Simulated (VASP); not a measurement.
Input of a VASP 6.6.1 run:

File INCAR:

```
PREC = Accurate
ENCUT = 520
EDIFF = 1E-6
ISMEAR = -1
SIGMA = 0.1
LREAL = False
LASPH = True
NELM = 100
ALGO = Normal
ISIF = 2
LWAVE = False
LCHARG = False
GGA = PE
NBANDS = 14
```

KPOINTS

```
regular mesh
0
Gamma
  15 15 13
```

POSCAR

```
SiNi
1.0
    3.4854604229      0.0000000000      0.0000000000
   -1.7427302115      3.0184972701      0.0000000000
    0.0000000000      0.0000000000      2.4874591892
Ni Si
1 1
Direct
    0.0000000000      0.0000000000      0.0000000000
    0.3333333333      0.6666666667      0.5000000000
```

Potentials or basis: VASP PAW PBE potentials, release 64 (Ni, Si).

Run with:

```console
$ cat potpaw_PBE.64/Ni/POTCAR potpaw_PBE.64/Si/POTCAR > POTCAR
$ mpirun -np 1 vasp_std > vasp.out
```

What does it give for the pressure?

0.1 GPa.

What does it give for the band gap on the k mesh?

Zero (band 7 reaches 12.48 eV, above the bottom of band 8 at 7.69 eV).

Stress tensor (GPa, compression positive):
```
0.01 0.00 0.00
0.00 0.01 0.00
0.00 0.00 0.30
```

Spin polarisation is off, so any magnetic state and its effect on volume and gap are missing.
